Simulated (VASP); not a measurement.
Set up this calculation in VASP 6.6.1, as the native input.

```yaml
Task: single point
Functional: RPBE
Potentials_or_basis: VASP PAW PBE potentials, release 64 (Cd, S)
Cutoff: 520 eV
k_mesh: 6 × 6 × 6
Occupations: gaussian, width 0.1 eV
Spin: no spin polarisation
Dipole_correction: no
Further_INCAR_settings: ALGO = Normal; EDIFF = 1e-06; NBANDS = 16
```

The structure of CdS lies in POSCAR:

```
CdS
1.0
    0.0000000000      2.9429534600      2.9429534600
    2.9429534600      0.0000000000      2.9429534600
    2.9429534600      2.9429534600      0.0000000000
Cd S
1 1
Direct
    0.0000000000      0.0000000000      0.0000000000
    0.7500000000      0.7500000000      0.7500000000
```

These files were run (other wordings do the same):

INCAR

```
SYSTEM = CdS
PREC = Accurate
ENCUT = 520
EDIFF = 1E-6
ISMEAR = 0
SIGMA = 0.1
LREAL = .FALSE.
LASPH = .TRUE.
NELM = 80
ALGO = Normal
ISIF = 2
LWAVE = .FALSE.
LCHARG = .FALSE.
GGA = RP
NBANDS = 16
```

KPOINTS

```
regular mesh
0
G
  6 6 6
  0 0 0
```

Potentials or basis: VASP PAW PBE potentials, release 64 (Cd, S).

Command:

```sh
$ cat potpaw_PBE.64/Cd/POTCAR potpaw_PBE.64/S/POTCAR > POTCAR
$ mpirun -np 1 vasp_std > vasp.out
```

It gave:

The pressure is 3.6 GPa. The band gap on the k mesh is 1.27 eV.

Caveat: the cell stands under pressure; the PAW data sets were made with another functional, which shifts forces and pressure a little.

It took 8.8 s on 1 thread of Intel(R) Xeon(R) Platinum 8559C (Emerald Rapids), with other jobs on the host, peak memory 0.17 GiB.
